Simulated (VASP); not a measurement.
# Ru (C2/c) in VASP: single point with RPBE

Aim: the single point of Ru with RPBE.

All numbers are computed with VASP 6.6.1; they aren't measurements. Logs are shortened: lines on timing, memory, paths and dates and some standing lists are left out, and cuts for length are marked.

## 1. The cell of the first run

The typed cell holds 2 atoms: a = 4.249 Å, b = 4.249 Å, c = 3.865 Å, α = 103.27°, β = 103.27°, γ = 142.31°.

## 2. Single point, RPBE

The input, INCAR:

```
SYSTEM = Ru
PREC     = Accurate       ! precision mode
ENCUT    = 520            ! plane-wave cutoff, eV
EDIFF    = 1E-7           ! SCF threshold, eV
ISMEAR   = -1             ! smearing method
SIGMA    = 0.1            ! smearing width, eV
LREAL    = .FALSE.        ! projectors in reciprocal space
LASPH    = .TRUE.         ! aspherical terms in the spheres
NELM     = 60             ! most SCF steps
ALGO     = Normal         ! electronic algorithm
ISIF     = 2              ! what is computed and relaxed
LWAVE    = .FALSE.        ! write WAVECAR
LCHARG   = .FALSE.        ! write CHGCAR
GGA      = RP             ! functional
NBANDS   = 21             ! bands
ISYM     = 0
```

The input, KPOINTS:

```
regular mesh
0
G
  14 14 10
  0 0 0
```

The input, POSCAR:

```
Ru
1.0
   -3.0510789736      2.6361540653      1.3407205428
    2.6361540653     -3.0510789736      1.3407205428
    2.2937712662      2.2937712662     -2.1006562723
Ru
2
Direct
    0.9805386393      0.0194613607      0.0000000000
    0.7694613607      0.2305386393      0.5000000000
```

Potentials or basis: VASP PAW PBE potentials, release 64 (Ru_pv).

Run with:

```bash
cat potpaw_PBE.64/Ru_pv/POTCAR > POTCAR
mpirun -np 1 vasp_std > vasp.out
```

OUTCAR:

```text
SYSTEM = Ru
   PREC = Accurate
   ENCUT = 520
   EDIFF = 1E-7
   ISMEAR = -1
   LREAL = .FALSE.
   LASPH = .TRUE.
   NELM = 60
   ISIF = 2
   GGA = RP
   ISYM = 0

 ion  position               nearest neighbor table
   1  0.981  0.019  0.000-   2 2.57   2 2.57   2 2.57   2 2.57   2 2.69   2 2.69
   2  0.769  0.231  0.500-   1 2.57   1 2.57   1 2.57   1 2.57   1 2.69   1 2.69

IMPORTANT INFORMATION: All symmetrisations will be switched off!
NOSYMM: (Re-)initialisation of all symmetry stuff for point group C_1.

----------------------------------------------------------------------------------------

                                     Primitive cell

  volume of cell :      30.0229

  direct lattice vectors                    reciprocal lattice vectors
    -3.051078974  2.636154065  1.340720543     0.111047330  0.286879759  0.434508842
     2.636154065 -3.051078974  1.340720543     0.286879759  0.111047330  0.434508842
     2.293771266  2.293771266 -2.100656272     0.253972547  0.253972547  0.078599180

  length of vectors
     4.249226133  4.249226133  3.864651345     0.532380916  0.532380916  0.367670968

  position of ions in fractional coordinates (direct lattice)
     0.980538639  0.019461361  1.000000000
     0.769461361  0.230538639  0.500000000

  ion indices of the primitive-cell ions
   primitive index   ion index
                 1           1
                 2           2

----------------------------------------------------------------------------------------

 KPOINTS: regular mesh

Automatic generation of k-mesh.
 Grid dimensions read from file:
 generate k-points for:   14   14   10

 Generating k-lattice:

  Cartesian coordinates                     Fractional coordinates (reciprocal lattice)
     0.007931952  0.020491411  0.031036346     0.071428571  0.000000000  0.000000000
     0.020491411  0.007931952  0.031036346     0.000000000  0.071428571  0.000000000
     0.025397255  0.025397255  0.007859918     0.000000000  0.000000000  0.100000000

  Length of vectors
     0.038027208  0.038027208  0.036767097

  Shift w.r.t. Gamma in fractional coordinates (k-lattice)
     0.000000000  0.000000000  0.000000000

 Subroutine IBZKPT returns following result:
 ===========================================

 Found    984 irreducible k-points:

 Following reciprocal coordinates:
            Coordinates               Weight
  0.000000  0.000000  0.000000      1.000000
  0.071429  0.000000  0.000000      2.000000
 -0.000000 -0.071429 -0.000000      2.000000
  0.142857 -0.000000  0.000000      2.000000
  0.000000 -0.142857 -0.000000      2.000000
  0.214286  0.000000  0.000000      2.000000
[... 16 lines left out ...]
  0.357143  0.071429  0.000000      2.000000
 -0.071429 -0.357143 -0.000000      2.000000
 [... further k-points ...]
   k-points           NKPTS =    984   k-points in BZ     NKDIM =    984   number of bands    NBANDS=     21
   number of dos      NEDOS =    301   number of ions     NIONS =      2
   total plane-waves  NPLWV =  30720
   dimension x,y,z NGX =    32 NGY =   32 NGZ =   30
   dimension x,y,z NGXF=    64 NGYF=   64 NGZF=   60
   ions per type =               2
   NGX,Y,Z   is equivalent  to a cutoff of  12.52, 12.52, 12.91 a.u.
   NGXF,Y,Z  is equivalent  to a cutoff of  25.04, 25.04, 25.81 a.u.
 SYSTEM =  Ru
   PREC   = accura    normal or accurate (medium, high low for compatibility)
   ISTART =      0    job   : 0-new  1-cont  2-samecut
   ICHARG =      2    charge: 1-file 2-atom 10-const
   ISPIN  =      1    spin polarized calculation?
   LNONCOLLINEAR =      F non collinear calculations
   LSORBIT =      F    spin-orbit coupling
   LASPH  =      T    aspherical Exc in radial PAW
   ENCUT  =  520.0 eV  38.22 Ry    6.18 a.u.   7.90  7.90  7.19*2*pi/ulx,y,z
   NELM   =     60;   NELMIN=  2; NELMDL= -5     # of ELM steps
   EDIFF  = 0.1E-06   stopping-criterion for ELM
   LREAL  =      F    real-space projection
   EDIFFG = 0.1E-05   stopping-criterion for IOM
   NSW    =      0    number of steps for IOM
   IBRION =     -1    ionic relax: 0-MD 1-quasi-New 2-CG
   NFREE  =      0    steps in history (QN), initial steepest desc. (CG)
   ISIF   =      2    stress and relaxation
   ISYM   =      0    0-nonsym 1-usesym 2-fastsym
   POTIM  = 0.5000    time-step for ionic-motion
   TEBEG  =    0.0;   TEEND  =   0.0 temperature during run
   PSTRESS=    0.0 pullay stress
   NELECT =      28.0000    total number of electrons
   NUPDOWN=      -1.0000    fix difference up-down
   EMIN   =  10.00;   EMAX   =-10.00  energy-range for DOS
   EFERMI =   0.00;   METHOD = LEGACY
   ISMEAR =    -1;   SIGMA  =   0.10  broadening in eV -4-tet -1-fermi 0-gaus
   EFERMI_NEDOS =   21; number of points for ismear=-14 and -15
   IALGO  =     38    algorithm
   IMIX   =      4    mixing-type and parameters
     AMIX     =   0.40;   BMIX     =  1.00
     AMIX_MAG =   1.60;   BMIX_MAG =  1.00
  volume/ion in A,a.u.               =      15.01       101.30
  Fermi-wavevector in a.u.,A,eV,Ry     =   1.599472  3.022564 34.807934  2.558311
  Thomas-Fermi vector in A             =   2.696760
   LORBIT       =      0    0 simple, 1 ext, 2 COOP (PROOUT), +10 PAW based schemes
   GGA     = RP    functional components
   LHFCALC =     F    Hartree Fock is set to
   AEXX    =    0.0000 exact exchange contribution
   IVDW    =     0    specifies the selected vdW correction
   LEPSILON=     F    determine dielectric tensor
   LRPA    =     F    only Hartree local field effects (RPA)
 non-spin polarized calculation
  energy-cutoff  :      520.00
  volume of cell :       30.02
 maximum number of plane-waves:       832
   NGX = 15   NGY = 15   NGZ = 15

 number of electron      28.0000002 magnetization

 Free energy of the ion-electron system (eV)
  ---------------------------------------------------
  ext. energy  EPLUGINS =         0.00000000
  ---------------------------------------------------
  free energy    TOTEN  =       -16.58367938 eV

  energy without entropy =      -16.52763111  energy(sigma->0) =      -16.55565525

 E-fermi :  11.2062     XC(G=0): -13.3262

 val. band max:       11.2022795445   @ k =   0.4286   0.4286   0.5000
 cond. band min:      11.2065345529   @ k =  -0.0714  -0.0000   0.1000
 fundamental gap:      0.0042550084
 Fermi energy:        11.2062345189

 k-point     1 :       0.0000    0.0000    0.0000
  band No.  band energies     occupation
      1     -32.2310      2.00000
      2     -31.6735      2.00000
      3     -31.5599      2.00000
      4     -31.2649      2.00000
      5     -31.2501      2.00000
      6     -31.2431      2.00000
[... 13 lines left out ...]
     20      21.8895      0.00000
     21      22.0055      0.00000

 k-point     2 :       0.0714    0.0000    0.0000
  band No.  band energies     occupation
      1     -32.2116      2.00000
      2     -31.6903      2.00000
      3     -31.5868      2.00000
      4     -31.2972      2.00000
      5     -31.2748      2.00000
      6     -31.2413      2.00000
[... 13 lines left out ...]
     20      21.8895      0.00000
     21      22.0882      0.00000

 k-point     3 :      -0.0000   -0.0714   -0.0000
  band No.  band energies     occupation
      1     -32.2116      2.00000
      2     -31.6903      2.00000
      3     -31.5868      2.00000
      4     -31.2972      2.00000
      5     -31.2748      2.00000
      6     -31.2413      2.00000
[... 13 lines left out ...]
     20      21.8895      0.00000
     21      22.0882      0.00000

 k-point     4 :       0.1429   -0.0000    0.0000
  band No.  band energies     occupation
      1     -32.1596      2.00000
      2     -31.7383      2.00000
      3     -31.6484      2.00000
      4     -31.4063      2.00000
      5     -31.3217      2.00000
      6     -31.2462      2.00000
[... 13 lines left out ...]
     20      21.8895      0.00000
     21      22.3774      0.00000

 k-point     5 :       0.0000   -0.1429   -0.0000
  band No.  band energies     occupation
      1     -32.1596      2.00000
      2     -31.7383      2.00000
      3     -31.6484      2.00000
      4     -31.4063      2.00000
      5     -31.3217      2.00000
      6     -31.2462      2.00000
[... 13 lines left out ...]
     20      21.8895      0.00000
     21      22.3774      0.00000

 k-point     6 :       0.2143    0.0000    0.0000
  band No.  band energies     occupation
      1     -32.0946      2.00000
      2     -31.8187      2.00000
      3     -31.7072      2.00000
      4     -31.5452      2.00000
      5     -31.3872      2.00000
      6     -31.2747      2.00000
[... 13 lines left out ...]
     20      21.8894      0.00000
     21      22.4063      0.00000

 k-point     7 :      -0.0000   -0.2143   -0.0000
  band No.  band energies     occupation
      1     -32.0946      2.00000
      2     -31.8187      2.00000
      3     -31.7072      2.00000
      4     -31.5452      2.00000
      5     -31.3872      2.00000
      6     -31.2747      2.00000
[... 13 lines left out ...]
     20      21.8894      0.00000
     21      22.4063      0.00000
[... 291 lines left out ...]
      1     -32.0354      2.00000
      2     -31.9265      2.00000
      3     -31.7421      2.00000
      4     -31.6594      2.00000
      5     -31.4517      2.00000
      6     -31.3426      2.00000
[... 13 lines left out ...]
     20      21.8894      0.00000
     21      21.8898      0.00000

 k-point    21 :       0.2857    0.0714    0.0000
  band No.  band energies     occupation
      1     -32.0612      2.00000
      2     -31.9906      2.00000
      3     -31.8064      2.00000
      4     -31.6398      2.00000
      5     -31.5195      2.00000
      6     -31.4277      2.00000
[... 13 lines left out ...]
     20      21.8894      0.00000
     21      22.0561      0.00000

 k-point    22 :      -0.0714   -0.2857   -0.0000
  band No.  band energies     occupation
      1     -32.0612      2.00000
      2     -31.9906      2.00000
      3     -31.8064      2.00000
      4     -31.6398      2.00000
      5     -31.5195      2.00000
      6     -31.4277      2.00000
[... 13 lines left out ...]
     20      21.8894      0.00000
     21      22.0561      0.00000

 k-point    23 :       0.3571    0.0714    0.0000
  band No.  band energies     occupation
      1     -32.1167      2.00000
      2     -32.0734      2.00000
      3     -31.7649      2.00000
      4     -31.5954      2.00000
      5     -31.5877      2.00000
      6     -31.5004      2.00000
[... 13 lines left out ...]
     20      21.8894      0.00000
     21      22.4292      0.00000

 k-point    24 :      -0.0714   -0.3571   -0.0000
  band No.  band energies     occupation
      1     -32.1167      2.00000
      2     -32.0734      2.00000
      3     -31.7649      2.00000
      4     -31.5954      2.00000
      5     -31.5877      2.00000
      6     -31.5004      2.00000
[... 13 lines left out ...]
     20      21.8894      0.00000
     21      22.4292      0.00000

 [... further k-points ...]

------------------------ aborting loop because EDIFF is reached ----------------------------------------

  FORCE on cell =-STRESS in cart. coord.  units (eV):
  Direction    XX          YY          ZZ          XY          YZ          ZX
  --------------------------------------------------------------------------------------
  -------------------------------------------------------------------------------------
  Total        0.0070947      0.0070947      0.0041771     -0.0006945      0.0003545      0.0003535
  in kB        0.3786113      0.3786098      0.2229142     -0.0370599      0.0189166      0.0188666
  external PRESSURE =       0.3267117 kB  Pullay stress =       0.0000000 kB

 VOLUME and BASIS-vectors are now :
 -----------------------------------------------------------------------------
  energy-cutoff  :      520.00
  volume of cell :       30.02
      direct lattice vectors                 reciprocal lattice vectors
    -3.051078974  2.636154065  1.340720543     0.111047330  0.286879759  0.434508842
     2.636154065 -3.051078974  1.340720543     0.286879759  0.111047330  0.434508842
     2.293771266  2.293771266 -2.100656272     0.253972547  0.253972547  0.078599180

 POSITION                                       TOTAL-FORCE (eV/Angst)
 -----------------------------------------------------------------------------------
     -2.94040      2.52547      1.34072        -0.013553      0.013554     -0.000000
     -0.59307      2.47191      0.29039         0.013553     -0.013554      0.000000
 -----------------------------------------------------------------------------------
    total drift:                               -0.000019      0.000019      0.000000

  FREE ENERGIE OF THE ION-ELECTRON SYSTEM (eV)
  ---------------------------------------------------
  free  energy   TOTEN  =       -16.5836793799 eV

  energy  without entropy=      -16.5276311123  energy(sigma->0) =      -16.55565525
```

It took 6.5 min on 1 thread of Intel Xeon Platinum 8488C (Sapphire Rapids), shared host; peak memory 0.58 GiB.

Results:

```yaml
Free_energy: -16.5837 eV
Pressure: 0.0 GPa
Largest_force: 0.019 eV/Å
Band_gap_on_the_k_mesh: zero (bands 14 and 15 overlap by 2.38 eV)
```

Forces in eV/Å, atoms in the order of the input:
```
Ru  -0.014  0.014  0.000
Ru   0.014 -0.014  0.000
```

Caveat: the PAW data sets were made with another functional, which shifts forces and pressure a little.
